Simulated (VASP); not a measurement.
# Ir (P6/mmm) in VASP: notebook, part 2 of 2

VASP 6.6.1. Earlier steps stand in the parts before.

## Step 4: Single point, r2SCAN (volume scaled by 1.04)

POSCAR reads:

```
Ir
1.0
    4.4057909224      0.0000000000      0.0000000000
   -2.2028954612      3.8155268626      0.0000000000
    0.0000000000      0.0000000000      2.7210391033
Ir
3
Direct
    1.0000000000      1.0000000000      0.0000000000
    0.3333333333      0.6666666667      0.5000000000
    0.6666666667      0.3333333333      0.5000000000
```

INCAR.step1 reads:

```
SYSTEM = Ir
PREC = Accurate
ENCUT = 520
ISMEAR = -1
SIGMA = 0.1
LREAL = .False.
LASPH = .True.
NELM = 80
NBANDS = 20
GGA = PE
ALGO = Normal
EDIFF = 1E-4
LWAVE = .True.
LCHARG = .False.
```

INCAR.step2 reads:

```
SYSTEM = Ir
PREC = Accurate
ENCUT = 520
EDIFF = 1E-7
ISMEAR = -1
SIGMA = 0.1
LREAL = .False.
LASPH = .True.
NELM = 80
ALGO = Normal
ISIF = 2
LWAVE = .False.
LCHARG = .True.
METAGGA = R2SCAN
LMIXTAU = .True.
LELF = .True.
LVHAR = .True.
NBANDS = 20
ISTART = 1
```

KPOINTS reads:

```
regular mesh
0
Gamma
  10 10 13
  0 0 0
```

Potentials or basis: VASP PAW PBE potentials, release 64 (Ir).

Run with:

```bash
$ cat potpaw_PBE.64/Ir/POTCAR > POTCAR
$ cp INCAR.step1 INCAR
$ mpirun -np 1 vasp_std > vasp.out
$ cp INCAR.step2 INCAR
$ mpirun -np 1 vasp_std > vasp.out
```

OUTCAR:

```text
SYSTEM = Ir
   PREC = Accurate
   ENCUT = 520
   EDIFF = 1E-7
   ISMEAR = -1
   LREAL = .False.
   LASPH = .True.
   NELM = 80
   ISIF = 2
   METAGGA = R2SCAN
   ISTART = 1

 ion  position               nearest neighbor table
   1  0.000  0.000  0.000-   2 2.88   3 2.88   2 2.88   3 2.88   3 2.88   3 2.88   2 2.88   2 2.88
                             3 2.88   3 2.88   2 2.88   2 2.88
   2  0.333  0.667  0.500-   3 2.54   3 2.54   3 2.54   1 2.88   1 2.88   1 2.88   1 2.88   1 2.88
                             1 2.88
   3  0.667  0.333  0.500-   2 2.54   2 2.54   2 2.54   1 2.88   1 2.88   1 2.88   1 2.88   1 2.88
                             1 2.88

  LATTYP: Found a hexagonal cell.
 ALAT       =     4.4057909224
 C/A-ratio  =     0.6176051363

  Lattice vectors:

 A1 = (   4.4057909224,   0.0000000000,   0.0000000000)
 A2 = (  -2.2028954612,   3.8155268626,   0.0000000000)
 A3 = (   0.0000000000,   0.0000000000,   2.7210391033)

Analysis of symmetry for initial positions (statically):
=====================================================================
 Subroutine PRICEL returns:
 Original cell was already a primitive cell.

 Routine SETGRP: Setting up the symmetry group for a
 hexagonal supercell.

 Subroutine GETGRP returns: Found 24 space group operations
 (whereof 24 operations were pure point group operations)
 out of a pool of 24 trial point group operations.

The static configuration has the point symmetry D_6h.

Analysis of symmetry for dynamics (positions and initial velocities):
=====================================================================
 Subroutine PRICEL returns:
 Original cell was already a primitive cell.

 Routine SETGRP: Setting up the symmetry group for a
 hexagonal supercell.

[... 113 lines left out ...]
   ISYM   =      2    0-nonsym 1-usesym 2-fastsym
   POTIM  = 0.5000    time-step for ionic-motion
   TEBEG  =    0.0;   TEEND  =   0.0 temperature during run
   PSTRESS=    0.0 pullay stress
   NELECT =      27.0000    total number of electrons
   NUPDOWN=      -1.0000    fix difference up-down
   EMIN   =  10.00;   EMAX   =-10.00  energy-range for DOS
   EFERMI =   0.00;   METHOD = LEGACY
   ISMEAR =    -1;   SIGMA  =   0.10  broadening in eV -4-tet -1-fermi 0-gaus
   EFERMI_NEDOS =   21; number of points for ismear=-14 and -15
   IALGO  =     38    algorithm
   IMIX   =      4    mixing-type and parameters
     AMIX     =   0.40;   BMIX     =  1.00
     AMIX_MAG =   1.60;   BMIX_MAG =  1.00
  volume/ion in A,a.u.               =      15.25       102.89
  Fermi-wavevector in a.u.,A,eV,Ry     =   1.373278  2.595119 25.659112  1.885892
  Thomas-Fermi vector in A             =   2.498809
   LORBIT       =      0    0 simple, 1 ext, 2 COOP (PROOUT), +10 PAW based schemes
   METAGGA = R2SCAN    functional components
   LHFCALC =     F    Hartree Fock is set to
   AEXX    =    0.0000 exact exchange contribution
   IVDW    =     0    specifies the selected vdW correction
   LEPSILON=     F    determine dielectric tensor
   LRPA    =     F    only Hartree local field effects (RPA)
 non-spin polarized calculation
  energy-cutoff  :      520.00
  volume of cell :       45.74
 maximum number of plane-waves:      1258
 NGX is ok and might be reduce to    36
   NGX = 17   NGY = 17   NGZ = 11

 number of electron      26.9999998 magnetization

 Free energy of the ion-electron system (eV)
  ---------------------------------------------------
  ext. energy  EPLUGINS =         0.00000000
  ---------------------------------------------------
  free energy    TOTEN  =      -156.06207051 eV

  energy without entropy =     -155.90769938  energy(sigma->0) =     -155.98488494

 E-fermi :   8.9321     XC(G=0): -14.7831

 val. band max:        8.9224149512   @ k =   0.1000   0.0000   0.4615
 cond. band min:       8.9336805260   @ k =   0.3000   0.1000   0.2308
 fundamental gap:      0.0112655748
 Fermi energy:         8.9321213555

 k-point     1 :       0.0000    0.0000    0.0000
  band No.  band energies     occupation
      1      -1.7789      2.00000
      2       2.0266      2.00000
      3       4.2650      2.00000
      4       4.5198      2.00000
      5       4.5198      2.00000
      6       4.5424      2.00000
[... 541 lines left out ...]
     19      17.0854      0.00000
     20      22.5235      0.00000

 [... further k-points ...]
[... 5 lines left out ...]
  --------------------------------------------------------------------------------------
  -------------------------------------------------------------------------------------
  Total       -2.9995698     -2.9995698     -2.9816918     -0.0000000      0.0000000      0.0000000
  in kB     -105.0645921   -105.0645921   -104.4383851     -0.0000000      0.0000000      0.0000000
  external PRESSURE =    -104.8558564 kB  Pullay stress =       0.0000000 kB

 VOLUME and BASIS-vectors are now :
 -----------------------------------------------------------------------------
  energy-cutoff  :      520.00
  volume of cell :       45.74
      direct lattice vectors                 reciprocal lattice vectors
     4.405790922  0.000000000  0.000000000     0.226974003  0.131043501  0.000000000
    -2.202895461  3.815526863  0.000000000     0.000000000  0.262087003  0.000000000
     0.000000000  0.000000000  2.721039103     0.000000000  0.000000000  0.367506663

 POSITION                                       TOTAL-FORCE (eV/Angst)
 -----------------------------------------------------------------------------------
      0.00000      0.00000      0.00000         0.000000      0.000000     -0.000000
     -0.00000      2.54368      1.36052         0.000000      0.000000      0.000000
      2.20290      1.27184      1.36052        -0.000000     -0.000000     -0.000000
 -----------------------------------------------------------------------------------
    total drift:                                0.000000      0.000000     -0.000000

  FREE ENERGIE OF THE ION-ELECTRON SYSTEM (eV)
  ---------------------------------------------------
  free  energy   TOTEN  =      -156.0620705069 eV

  energy  without entropy=     -155.9076993819  energy(sigma->0) =     -155.98488494
```

OSZICAR.step1:

```text
N       E                     dE             d eps       ncg     rms          rms(c)
DAV:   1     0.260132197777E+03    0.26013E+03   -0.11960E+04  3920   0.130E+03
DAV:   2    -0.146427383962E+02   -0.27477E+03   -0.26029E+03  3944   0.391E+02
DAV:   3    -0.269378860225E+02   -0.12295E+02   -0.11405E+02  4716   0.896E+01
DAV:   4    -0.272406373868E+02   -0.30275E+00   -0.30049E+00  4436   0.133E+01
DAV:   5    -0.272468251721E+02   -0.61878E-02   -0.61864E-02  4464   0.181E+00    0.226E+01
DAV:   6    -0.258954159819E+02    0.13514E+01   -0.27537E+00  4412   0.177E+01    0.963E+00
DAV:   7    -0.261938277344E+02   -0.29841E+00   -0.43598E+00  5520   0.208E+01    0.803E+00
DAV:   8    -0.256371822201E+02    0.55665E+00   -0.28926E+00  5568   0.150E+01    0.206E+00
DAV:   9    -0.256272981754E+02    0.98840E-02   -0.43543E-02  4152   0.206E+00    0.562E-01
DAV:  10    -0.256267668252E+02    0.53135E-03   -0.15278E-03  5336   0.408E-01    0.442E-02
DAV:  11    -0.256267854110E+02   -0.18586E-04   -0.62829E-05  2384   0.878E-02
   1 F= -.25626785E+02 E0= -.25546424E+02  d E =-.160722E+00
```

Wall time 2.5 min (1 thread of Intel Xeon 6975P-C (Granite Rapids), shared host); peak memory 0.22 GiB.

What came out:

```yaml
Free_energy: -156.0621 eV
Pressure: -10.5 GPa
```

Caveat: the PAW data sets were made with another functional, which shifts forces and pressure a little; spin-orbit coupling is left out, which moves the levels of the heavy elements.

## Step 5: Single point, r2SCAN (volume scaled by 1.08)

POSCAR reads:

```
Ir
1.0
    4.4615663488      0.0000000000      0.0000000000
   -2.2307831744      3.8638297987      0.0000000000
    0.0000000000      0.0000000000      2.7554862931
Ir
3
Direct
    1.0000000000      1.0000000000      0.0000000000
    0.3333333333      0.6666666667      0.5000000000
    0.6666666667      0.3333333333      0.5000000000
```

INCAR.step1 reads:

```
  PREC = Accurate
  ENCUT = 520
  ISMEAR = -1
  SIGMA = 0.1
  LREAL = F
  LASPH = T
  NELM = 100
  NBANDS = 20
  GGA = PE
  ALGO = Normal
  EDIFF = 1E-4
  LWAVE = T
  LCHARG = F
```

INCAR.step2 reads:

```
  PREC = Accurate
  ENCUT = 520
  EDIFF = 1E-6
  ISMEAR = -1
  SIGMA = 0.1
  LREAL = F
  LASPH = T
  NELM = 100
  ALGO = Normal
  ISIF = 2
  LWAVE = F
  LCHARG = T
  METAGGA = R2SCAN
  LMIXTAU = T
  LELF = T
  LVHAR = T
  NBANDS = 20
  ISTART = 1
```

KPOINTS reads:

```
regular mesh
0
Gamma
  10 10 13
```

Potentials or basis: VASP PAW PBE potentials, release 64 (Ir).

Run with:

```bash
$ cat potpaw_PBE.64/Ir/POTCAR > POTCAR
$ cp INCAR.step1 INCAR
$ mpirun -np 1 vasp_std > vasp.out
$ cp INCAR.step2 INCAR
$ mpirun -np 1 vasp_std > vasp.out
```

OUTCAR:

```text
PREC = Accurate
   ENCUT = 520
   EDIFF = 1E-6
   ISMEAR = -1
   LREAL = F
   LASPH = T
   NELM = 100
   ISIF = 2
   METAGGA = R2SCAN
   ISTART = 1

 ion  position               nearest neighbor table
   1  0.000  0.000  0.000-   2 2.92   3 2.92   2 2.92   3 2.92   2 2.92   2 2.92   3 2.92   3 2.92
                             3 2.92   3 2.92   2 2.92   2 2.92
   2  0.333  0.667  0.500-   3 2.58   3 2.58   3 2.58   1 2.92   1 2.92   1 2.92   1 2.92   1 2.92
                             1 2.92
   3  0.667  0.333  0.500-   2 2.58   2 2.58   2 2.58   1 2.92   1 2.92   1 2.92   1 2.92   1 2.92
                             1 2.92
[... 744 lines left out ...]
     20      21.5639      0.00000

 [... further k-points ...]
[... 5 lines left out ...]
  --------------------------------------------------------------------------------------
  -------------------------------------------------------------------------------------
  Total       -6.1891270     -6.1891270     -5.8189799      0.0000000     -0.0000000      0.0000000
  in kB     -208.7547571   -208.7547571   -196.2699641      0.0000000     -0.0000000      0.0000000
  external PRESSURE =    -204.5931595 kB  Pullay stress =       0.0000000 kB

 VOLUME and BASIS-vectors are now :
 -----------------------------------------------------------------------------
  energy-cutoff  :      520.00
  volume of cell :       47.50
      direct lattice vectors                 reciprocal lattice vectors
     4.461566349  0.000000000  0.000000000     0.224136530  0.129405286  0.000000000
    -2.230783174  3.863829799  0.000000000     0.000000000  0.258810572  0.000000000
     0.000000000  0.000000000  2.755486293     0.000000000  0.000000000  0.362912348

 POSITION                                       TOTAL-FORCE (eV/Angst)
 -----------------------------------------------------------------------------------
      0.00000      0.00000      0.00000         0.000000      0.000000      0.000000
     -0.00000      2.57589      1.37774        -0.000000      0.000000      0.000000
      2.23078      1.28794      1.37774         0.000000     -0.000000      0.000000
 -----------------------------------------------------------------------------------
    total drift:                                0.000000      0.000000     -0.000000

  FREE ENERGIE OF THE ION-ELECTRON SYSTEM (eV)
  ---------------------------------------------------
  free  energy   TOTEN  =      -155.8901052808 eV

  energy  without entropy=     -155.7267683802  energy(sigma->0) =     -155.80843683
```

OUTCAR.step1:

```text
PREC = Accurate
   ENCUT = 520
   ISMEAR = -1
   LREAL = F
   LASPH = T
[... 780 lines left out ...]
      0.00000      0.00000      0.00000         0.000000      0.000000      0.000000
     -0.00000      2.57589      1.37774         0.000000     -0.000000     -0.000000
      2.23078      1.28794      1.37774        -0.000000      0.000000      0.000000
 -----------------------------------------------------------------------------------
    total drift:                                0.000000      0.000000     -0.000000

  FREE ENERGIE OF THE ION-ELECTRON SYSTEM (eV)
  ---------------------------------------------------
  free  energy   TOTEN  =       -25.5127023392 eV

  energy  without entropy=      -25.3423865390  energy(sigma->0) =      -25.42754444
```

It took 2.3 min on 1 thread of Intel Xeon 6975P-C (Granite Rapids), shared host; peak memory 0.21 GiB.

What came out:

```
Free energy : -155.8901 eV
Pressure    : -20.5 GPa
```

Stress tensor (GPa, compression positive):
```
-20.88   0.00   0.00
  0.00 -20.88   0.00
  0.00   0.00 -19.63
```

Caveat: the PAW data sets were made with another functional, which shifts forces and pressure a little; spin-orbit coupling is left out, which moves the levels of the heavy elements.

## Step 6: Single point, r2SCAN (volume scaled by 1.12)

POSCAR reads:

```
Ir
1.0
    4.5159810574      0.0000000000      0.0000000000
   -2.2579905287      3.9109543187      0.0000000000
    0.0000000000      0.0000000000      2.7890930966
Ir
3
Direct
    1.0000000000      1.0000000000      0.0000000000
    0.3333333333      0.6666666667      0.5000000000
    0.6666666667      0.3333333333      0.5000000000
```

INCAR.step1 reads:

```
PREC = Accurate
ENCUT = 520
ISMEAR = -1
SIGMA = 0.1
LREAL = F
LASPH = T
NELM = 80
NBANDS = 20
GGA = PE
ALGO = Normal
EDIFF = 1E-4
LWAVE = T
LCHARG = F
```

INCAR.step2 reads:

```
PREC = Accurate
ENCUT = 520
EDIFF = 1E-6
ISMEAR = -1
SIGMA = 0.1
LREAL = F
LASPH = T
NELM = 80
ALGO = Normal
ISIF = 2
LWAVE = F
LCHARG = F
METAGGA = R2SCAN
LMIXTAU = T
NBANDS = 20
ISTART = 1
```

KPOINTS is that of step 5.

Potentials or basis: VASP PAW PBE potentials, release 64 (Ir).

Run with:

```bash
$ cat potpaw_PBE.64/Ir/POTCAR > POTCAR
$ cp INCAR.step1 INCAR
$ mpirun -np 1 vasp_std > vasp.out
$ cp INCAR.step2 INCAR
$ mpirun -np 1 vasp_std > vasp.out
```

Wall time 2.5 min (1 thread of Intel Xeon 6975P-C (Granite Rapids), shared host); peak memory 0.23 GiB.

It converged, with:

- Free energy: -155.6212 eV
- Pressure: -28.2 GPa

Stress tensor (GPa, compression positive):
```
-28.94   0.00   0.00
  0.00 -28.94   0.00
  0.00   0.00 -26.75
```

Levels at points of the mesh, in eV from the Fermi level:
| k point | band 10 | band 11 | band 12 | band 13 | band 14 | band 15 | band 16 | band 17 | band 18 | band 19 |
| --- | --- | --- | --- | --- | --- | --- | --- | --- | --- | --- |
| (0.00, 0.00, 0.00) | -2.61 | -1.79 | -1.79 | -1.71 | -1.71 | 0.95 | 0.95 | 5.70 | 6.99 | 7.99 |
| (0.50, 0.00, 0.00) | -1.57 | -1.51 | -0.47 | 0.12 | 0.15 | 0.19 | 0.21 | 0.41 | 1.06 | 6.83 |

Caveat: the PAW data sets were made with another functional, which shifts forces and pressure a little; spin-orbit coupling is left out, which moves the levels of the heavy elements.

## Step 7: Summary

```csv
cell,gap on the mesh (eV),pressure (GPa)
"a = 4.290, b = 4.290, c = 2.649 Å, angles 90.0, 90.0, 120.0°, 3 atoms",none,18.5
"a = 4.349, b = 4.349, c = 2.686 Å, angles 90.0, 90.0, 120.0°, 3 atoms",none,2.3
"a = 4.406, b = 4.406, c = 2.721 Å, angles 90.0, 90.0, 120.0°, 3 atoms",none,-10.5
"a = 4.462, b = 4.462, c = 2.755 Å, angles 90.0, 90.0, 120.0°, 3 atoms",none,-20.5
"a = 4.516, b = 4.516, c = 2.789 Å, angles 90.0, 90.0, 120.0°, 3 atoms",none,-28.2
```

Alike in all rows: task single point; level r2SCAN; potentials or basis VASP PAW PBE potentials, release 64 (Ir); no spin polarisation; k mesh 10 × 10 × 13; cutoff (eV) 520; smearing fermi-dirac 0.1 eV.

Caveats: the PAW data sets were made with another functional, which shifts forces and pressure a little; spin-orbit coupling is left out, which moves the levels of the heavy elements.

Absolute energies hang on the potentials; compare differences alone.
